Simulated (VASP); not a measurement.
# Sb (Fm-3m) in VASP: further runs

Runs on Sb. Level: PBE. Tasks: electric field gradients.

Program: VASP 6.6.1. These are calculated values, not measurements. Logs are shortened: lines on timing, memory, paths and dates and some standing lists are left out, and cuts for length are marked.

### 1 The cell of the first run

Symmetry: Fm-3m, No. 225, cubic system. The conventional cell has a = 4.571 Å, b = 4.571 Å, c = 4.571 Å, α = 90.00°, β = 90.00°, γ = 90.00°. Sb (site symmetry m-3m) has 12 Sb at 3.23 Å within 4.3 Å.

### 2 Electric field gradients, PBE (volume scaled by 0.975)

The input, INCAR:

```
ALGO     = Normal         # electronic algorithm
EDIFF    = 1E-8           # SCF threshold, eV
ENCUT    = 520            # plane-wave cutoff, eV
GGA      = PE             # functional
ISIF     = 2              # what is computed and relaxed
ISMEAR   = -1             # smearing method
LASPH    = T              # aspherical terms in the spheres
LCHARG   = F              # write CHGCAR
LEFG     = T            
LREAL    = F              # projectors in reciprocal space
LWAVE    = F              # write WAVECAR
NBANDS   = 8              # bands
NELM     = 60             # most SCF steps
PREC     = Accurate       # precision mode
SIGMA    = 0.05           # smearing width, eV
```

The input, KPOINTS:

```
k-points
0
Gamma
  12 12 12
```

The input, POSCAR:

```
Sb
1.0
    0.0000000000      2.2856293363      2.2856293363
    2.2856293363      0.0000000000      2.2856293363
    2.2856293363      2.2856293363      0.0000000000
Sb
1
Direct
    0.0000000000      0.0000000000      0.0000000000
```

Potentials or basis: VASP PAW PBE potentials, release 64 (Sb).

Command:

```sh
cat potpaw_PBE.64/Sb/POTCAR > POTCAR
mpirun -np 1 vasp_std > vasp.out
```

OUTCAR:

```text
EDIFF = 1E-8
   ENCUT = 520
   GGA = PE
   ISIF = 2
   ISMEAR = -1
   LASPH = T
   LREAL = F
   NELM = 60
   PREC = Accurate

 ion  position               nearest neighbor table
   1  0.000  0.000  0.000-

  LATTYP: Found a face centered cubic cell.
 ALAT       =     4.5712586726

  Lattice vectors:

 A1 = (   0.0000000000,   2.2856293363,   2.2856293363)
 A2 = (   2.2856293363,   0.0000000000,   2.2856293363)
 A3 = (   2.2856293363,   2.2856293363,   0.0000000000)

Analysis of symmetry for initial positions (statically):
=====================================================================
 Subroutine PRICEL returns:
 Original cell was already a primitive cell.

 Routine SETGRP: Setting up the symmetry group for a
 face centered cubic supercell.

 Subroutine GETGRP returns: Found 48 space group operations
 (whereof 48 operations were pure point group operations)
 out of a pool of 48 trial point group operations.

The static configuration has the point symmetry O_h .

Analysis of symmetry for dynamics (positions and initial velocities):
=====================================================================
 Subroutine PRICEL returns:
 Original cell was already a primitive cell.

 Routine SETGRP: Setting up the symmetry group for a
 face centered cubic supercell.

 Subroutine GETGRP returns: Found 48 space group operations
 (whereof 48 operations were pure point group operations)
 out of a pool of 48 trial point group operations.

The dynamic configuration has the point symmetry O_h .

 Subroutine INISYM returns: Found 48 space group operations
 (whereof 48 operations are pure point group operations),
 and found     1 'primitive' translations

----------------------------------------------------------------------------------------

                                     Primitive cell

  volume of cell :      23.8807

  direct lattice vectors                    reciprocal lattice vectors
     0.000000000  2.285629336  2.285629336    -0.218758130  0.218758130  0.218758130
     2.285629336  0.000000000  2.285629336     0.218758130 -0.218758130  0.218758130
     2.285629336  2.285629336  0.000000000     0.218758130  0.218758130 -0.218758130

  length of vectors
     3.232368006  3.232368006  3.232368006     0.378900196  0.378900196  0.378900196
[... 109 lines left out ...]
   LRPA    =     F    only Hartree local field effects (RPA)
 non-spin polarized calculation
  energy-cutoff  :      520.00
  volume of cell :       23.88
 maximum number of plane-waves:       654
   NGX = 13   NGY = 13   NGZ = 13

 number of electron       5.0000000 magnetization

 Free energy of the ion-electron system (eV)
  ---------------------------------------------------
  ext. energy  EPLUGINS =         0.00000000
  ---------------------------------------------------
  free energy    TOTEN  =        -3.71270729 eV

  energy without entropy =       -3.70713946  energy(sigma->0) =       -3.70992338

 E-fermi :  10.2521     XC(G=0): -10.7680

 val. band max:       10.2509628277   @ k =   0.4167   0.3333   0.0000
 cond. band min:      10.2862258297   @ k =   0.5000   0.2500   0.0833
 fundamental gap:      0.0352630020
 Fermi energy:        10.2520646443

 k-point     1 :       0.0000    0.0000    0.0000
  band No.  band energies     occupation
      1      -3.7526      2.00000
      2      16.4326      0.00000
      3      16.4326      0.00000
      4      16.4326      0.00000
      5      20.3860      0.00000
      6      20.5384      0.00000
      7      20.5384      0.00000
      8      20.5384      0.00000
[... 243 lines left out ...]
 k-point    24 :      -0.4167    0.1667    0.0000
  band No.  band energies     occupation
      1       1.0813      2.00000
      2       4.2701      2.00000
      3      10.8006      0.00003
      4      13.4330      0.00000
      5      17.0747      0.00000
      6      21.3256      0.00000
      7      21.7315      0.00000
      8      24.7353      0.00000

 [... further k-points ...]
[... 5 lines left out ...]
  --------------------------------------------------------------------------------------
  -------------------------------------------------------------------------------------
  Total        1.6518852      1.6518852      1.6518852     -0.0000000     -0.0000000     -0.0000000
  in kB      110.8263554    110.8263554    110.8263554     -0.0000000     -0.0000000     -0.0000000
  external PRESSURE =     110.8263554 kB  Pullay stress =       0.0000000 kB

 VOLUME and BASIS-vectors are now :
 -----------------------------------------------------------------------------
  energy-cutoff  :      520.00
  volume of cell :       23.88
      direct lattice vectors                 reciprocal lattice vectors
     0.000000000  2.285629336  2.285629336    -0.218758130  0.218758130  0.218758130
     2.285629336  0.000000000  2.285629336     0.218758130 -0.218758130  0.218758130
     2.285629336  2.285629336  0.000000000     0.218758130  0.218758130 -0.218758130

 POSITION                                       TOTAL-FORCE (eV/Angst)
 -----------------------------------------------------------------------------------
      0.00000      0.00000      0.00000         0.000000     -0.000000      0.000000
 -----------------------------------------------------------------------------------
    total drift:                                0.000000      0.000000      0.000000

  FREE ENERGIE OF THE ION-ELECTRON SYSTEM (eV)
  ---------------------------------------------------
  free  energy   TOTEN  =        -3.7127072948 eV

  energy  without entropy=       -3.7071394636  energy(sigma->0) =       -3.70992338

 Electric field gradients (V/A^2)
---------------------------------------------------------------------
 ion       V_xx      V_yy      V_zz      V_xy      V_xz      V_yz
---------------------------------------------------------------------
   1      -0.000    -0.000     0.000     0.000     0.000     0.000
---------------------------------------------------------------------

 Electric field gradients after diagonalization (V/A^2)
 (convention: |V_zz| > |V_xx| > |V_yy|)
----------------------------------------------------------------------
 ion       V_xx      V_yy      V_zz     asymmetry (V_yy - V_xx)/ V_zz
----------------------------------------------------------------------
   1      -0.000    -0.000     0.000       0.000
----------------------------------------------------------------------

           NMR quadrupolar parameters

 Cq : quadrupolar parameter    Cq=e*Q*V_zz/h
 eta: asymmetry parameters     (V_yy - V_xx)/ V_zz
 Q  : nuclear electric quadrupole moment in mb (millibarn)
----------------------------------------------------------------------
 ion       Cq(MHz)       eta       Q (mb)
----------------------------------------------------------------------
   1       0.000       0.000       1.000
----------------------------------------------------------------------
```

stdout:

```text
POSCAR found type information on POSCAR Sb
 POSCAR found :  1 types and       1 ions
 scaLAPACK will be used
 LDA part: xc-table for (Slater+PW92), standard interpolation
 POSCAR, INCAR and KPOINTS ok, starting setup
 FFT: planning ... GRIDC
 FFT: planning ... GRID_SOFT
 FFT: planning ... GRID
 WAVECAR not read
 entering main loop
ion   1
```

Run time: 6.1 s. Hardware: 1 thread of Intel Xeon Platinum 8488C (Sapphire Rapids), shared host; peak memory 0.14 GiB.

What came out:

- Free energy: -3.7127 eV
- Pressure: 11.1 GPa

Levels at points of the mesh, in eV from the Fermi level:
| k point | band 1 | band 2 | band 3 | band 4 | band 5 | band 6 |
| --- | --- | --- | --- | --- | --- | --- |
| (0.00, 0.00, 0.00) | -14.00 | 6.18 | 6.18 | 6.18 | 10.13 | 10.29 |
| (0.50, 0.00, 0.00) | -9.54 | -6.70 | 4.17 | 4.17 | 8.93 | 9.34 |
| (0.50, 0.50, 0.00) | -7.55 | -5.68 | 0.33 | 0.33 | 4.21 | 4.48 |

Caveat: without QUAD_EFG the Cq values of the log hold for a quadrupole moment of 1 mb, not for the nuclei; spin-orbit coupling is left out, which moves the levels of the heavy elements.

### 3 Electric field gradients, PBE (volume scaled by 1.025)

The input, INCAR:

```
SYSTEM = Sb
PREC = Accurate ; ENCUT = 520
EDIFF = 1E-8 ; ISMEAR = -1
SIGMA = 0.05 ; LREAL = .False.
LASPH = .True. ; NELM = 100
ALGO = Normal ; ISIF = 2
LWAVE = .False. ; LCHARG = .False.
GGA = PE ; LEFG = .True.
NBANDS = 8
```

The input, KPOINTS:

```
Automatic mesh
0
Gamma
  12 12 12
  0 0 0
```

The input, POSCAR:

```
Sb
1.0
    0.0000000000      2.3240504507      2.3240504507
    2.3240504507      0.0000000000      2.3240504507
    2.3240504507      2.3240504507      0.0000000000
Sb
1
Direct
    0.0000000000      0.0000000000      0.0000000000
```

Potentials or basis: VASP PAW PBE potentials, release 64 (Sb).

Command:

```sh
cat potpaw_PBE.64/Sb/POTCAR > POTCAR
mpirun -np 1 vasp_std > vasp.out
```

OUTCAR:

```text
SYSTEM = Sb
   PREC = Accurate
   ENCUT = 520
   EDIFF = 1E-8
   ISMEAR = -1
   LREAL = .False.
   LASPH = .True.
   NELM = 100
   ISIF = 2
   GGA = PE

 ion  position               nearest neighbor table
   1  0.000  0.000  0.000-

  LATTYP: Found a face centered cubic cell.
 ALAT       =     4.6481009014

  Lattice vectors:

 A1 = (   0.0000000000,   2.3240504507,   2.3240504507)
 A2 = (   2.3240504507,   0.0000000000,   2.3240504507)
 A3 = (   2.3240504507,   2.3240504507,   0.0000000000)

Analysis of symmetry for initial positions (statically):
=====================================================================
 Subroutine PRICEL returns:
 Original cell was already a primitive cell.

 Routine SETGRP: Setting up the symmetry group for a
 face centered cubic supercell.

 Subroutine GETGRP returns: Found 48 space group operations
 (whereof 48 operations were pure point group operations)
 out of a pool of 48 trial point group operations.

The static configuration has the point symmetry O_h .

Analysis of symmetry for dynamics (positions and initial velocities):
=====================================================================
 Subroutine PRICEL returns:
 Original cell was already a primitive cell.

 Routine SETGRP: Setting up the symmetry group for a
 face centered cubic supercell.

 Subroutine GETGRP returns: Found 48 space group operations
 (whereof 48 operations were pure point group operations)
 out of a pool of 48 trial point group operations.

The dynamic configuration has the point symmetry O_h .

 Subroutine INISYM returns: Found 48 space group operations
 (whereof 48 operations are pure point group operations),
 and found     1 'primitive' translations

----------------------------------------------------------------------------------------

                                     Primitive cell

  volume of cell :      25.1054

  direct lattice vectors                    reciprocal lattice vectors
     0.000000000  2.324050451  2.324050451    -0.215141629  0.215141629  0.215141629
     2.324050451  0.000000000  2.324050451     0.215141629 -0.215141629  0.215141629
     2.324050451  2.324050451  0.000000000     0.215141629  0.215141629 -0.215141629

  length of vectors
     3.286703667  3.286703667  3.286703667     0.372636232  0.372636232  0.372636232

  position of ions in fractional coordinates (direct lattice)
     0.000000000  0.000000000  0.000000000

  ion indices of the primitive-cell ions
   primitive index   ion index
                 1           1

----------------------------------------------------------------------------------------

 KPOINTS: Automatic mesh

Automatic generation of k-mesh.
 Grid dimensions read from file:
 generate k-points for:   12   12   12

 Generating k-lattice:

  Cartesian coordinates                     Fractional coordinates (reciprocal lattice)
    -0.017928469  0.017928469  0.017928469     0.083333333  0.000000000  0.000000000
[... 59 lines left out ...]
   EDIFF  = 0.1E-07   stopping-criterion for ELM
   LREAL  =      F    real-space projection
   EDIFFG = 0.1E-06   stopping-criterion for IOM
   NSW    =      0    number of steps for IOM
   IBRION =     -1    ionic relax: 0-MD 1-quasi-New 2-CG
   NFREE  =      0    steps in history (QN), initial steepest desc. (CG)
   ISIF   =      2    stress and relaxation
   ISYM   =      2    0-nonsym 1-usesym 2-fastsym
   POTIM  = 0.5000    time-step for ionic-motion
   TEBEG  =    0.0;   TEEND  =   0.0 temperature during run
   PSTRESS=    0.0 pullay stress
   NELECT =       5.0000    total number of electrons
   NUPDOWN=      -1.0000    fix difference up-down
   EMIN   =  10.00;   EMAX   =-10.00  energy-range for DOS
   EFERMI =   0.00;   METHOD = LEGACY
   ISMEAR =    -1;   SIGMA  =   0.05  broadening in eV -4-tet -1-fermi 0-gaus
   EFERMI_NEDOS =   21; number of points for ismear=-14 and -15
   IALGO  =     38    algorithm
   IMIX   =      4    mixing-type and parameters
     AMIX     =   0.40;   BMIX     =  1.00
     AMIX_MAG =   1.60;   BMIX_MAG =  1.00
  volume/ion in A,a.u.               =      25.11       169.42
  Fermi-wavevector in a.u.,A,eV,Ry     =   0.956040  1.806653 12.435888  0.914012
  Thomas-Fermi vector in A             =   2.084932
   LORBIT       =      0    0 simple, 1 ext, 2 COOP (PROOUT), +10 PAW based schemes
   GGA     = PE    functional components
   LHFCALC =     F    Hartree Fock is set to
   AEXX    =    0.0000 exact exchange contribution
   IVDW    =     0    specifies the selected vdW correction
   LEPSILON=     F    determine dielectric tensor
   LRPA    =     F    only Hartree local field effects (RPA)
 non-spin polarized calculation
  energy-cutoff  :      520.00
  volume of cell :       25.11
 maximum number of plane-waves:       692
   NGX = 13   NGY = 13   NGZ = 13

 number of electron       5.0000000 magnetization

 Free energy of the ion-electron system (eV)
  ---------------------------------------------------
  ext. energy  EPLUGINS =         0.00000000
  ---------------------------------------------------
  free energy    TOTEN  =        -3.77864936 eV

  energy without entropy =       -3.77160978  energy(sigma->0) =       -3.77512957

 E-fermi :   9.5220     XC(G=0): -10.5430

 val. band max:        9.4626948102   @ k =   0.5000   0.4167   0.0833
 cond. band min:       9.5228513748   @ k =  -0.1667   0.1667   0.0000
 fundamental gap:      0.0601565645
 Fermi energy:         9.5219521241

 k-point     1 :       0.0000    0.0000    0.0000
  band No.  band energies     occupation
      1      -4.0272      2.00000
      2      15.3218      0.00000
      3      15.3218      0.00000
      4      15.3218      0.00000
      5      19.6556      0.00000
      6      19.6556      0.00000
      7      19.6556      0.00000
      8      19.6983      0.00000
[... 243 lines left out ...]
 k-point    24 :      -0.4167    0.1667    0.0000
  band No.  band energies     occupation
      1       0.4910      2.00000
      2       3.8635      2.00000
      3      10.0296      0.00008
      4      12.5427      0.00000
      5      16.3116      0.00000
      6      20.3989      0.00000
      7      20.6672      0.00000
      8      23.7836      0.00000

 [... further k-points ...]
[... 5 lines left out ...]
  --------------------------------------------------------------------------------------
  -------------------------------------------------------------------------------------
  Total        1.0034194      1.0034194      1.0034194     -0.0000000      0.0000000      0.0000000
  in kB       64.0363273     64.0363273     64.0363273     -0.0000000      0.0000000      0.0000000
  external PRESSURE =      64.0363273 kB  Pullay stress =       0.0000000 kB

 VOLUME and BASIS-vectors are now :
 -----------------------------------------------------------------------------
  energy-cutoff  :      520.00
  volume of cell :       25.11
      direct lattice vectors                 reciprocal lattice vectors
     0.000000000  2.324050451  2.324050451    -0.215141629  0.215141629  0.215141629
     2.324050451  0.000000000  2.324050451     0.215141629 -0.215141629  0.215141629
     2.324050451  2.324050451  0.000000000     0.215141629  0.215141629 -0.215141629

 POSITION                                       TOTAL-FORCE (eV/Angst)
 -----------------------------------------------------------------------------------
      0.00000      0.00000      0.00000         0.000000      0.000000      0.000000
 -----------------------------------------------------------------------------------
    total drift:                                0.000000      0.000000      0.000000

  FREE ENERGIE OF THE ION-ELECTRON SYSTEM (eV)
  ---------------------------------------------------
  free  energy   TOTEN  =        -3.7786493612 eV

  energy  without entropy=       -3.7716097836  energy(sigma->0) =       -3.77512957

 Electric field gradients (V/A^2)
---------------------------------------------------------------------
 ion       V_xx      V_yy      V_zz      V_xy      V_xz      V_yz
---------------------------------------------------------------------
   1      -0.000     0.000     0.000    -0.000    -0.000    -0.000
---------------------------------------------------------------------

 Electric field gradients after diagonalization (V/A^2)
 (convention: |V_zz| > |V_xx| > |V_yy|)
----------------------------------------------------------------------
 ion       V_xx      V_yy      V_zz     asymmetry (V_yy - V_xx)/ V_zz
----------------------------------------------------------------------
   1       0.000     0.000    -0.000       0.000
----------------------------------------------------------------------

           NMR quadrupolar parameters

 Cq : quadrupolar parameter    Cq=e*Q*V_zz/h
 eta: asymmetry parameters     (V_yy - V_xx)/ V_zz
 Q  : nuclear electric quadrupole moment in mb (millibarn)
----------------------------------------------------------------------
 ion       Cq(MHz)       eta       Q (mb)
----------------------------------------------------------------------
   1      -0.000       0.000       1.000
----------------------------------------------------------------------
```

stdout:

```text
POSCAR found type information on POSCAR Sb
 POSCAR found :  1 types and       1 ions
 scaLAPACK will be used
 LDA part: xc-table for (Slater+PW92), standard interpolation
 POSCAR, INCAR and KPOINTS ok, starting setup
 FFT: planning ... GRIDC
 FFT: planning ... GRID_SOFT
 FFT: planning ... GRID
 WAVECAR not read
 entering main loop
ion   1
```

Run time: 6.2 s. Hardware: 1 thread of Intel Xeon Platinum 8488C (Sapphire Rapids), shared host; peak memory 0.14 GiB.

Results:

| Property | Result |
| --- | --- |
| Free energy | -3.7786 eV |
| Pressure | 6.4 GPa |

Levels at points of the mesh, in eV from the Fermi level:
```csv
k point,band 1,band 2,band 3,band 4,band 5,band 6,band 7
"(0.00, 0.00, 0.00)",-13.55,5.80,5.80,5.80,10.13,10.13,10.13
"(0.50, 0.00, 0.00)",-9.39,-6.33,3.93,3.93,8.59,9.22,9.22
"(0.50, 0.50, 0.00)",-7.56,-5.37,0.34,0.34,4.16,4.52,17.92
```

Caveat: without QUAD_EFG the Cq values of the log hold for a quadrupole moment of 1 mb, not for the nuclei; spin-orbit coupling is left out, which moves the levels of the heavy elements.
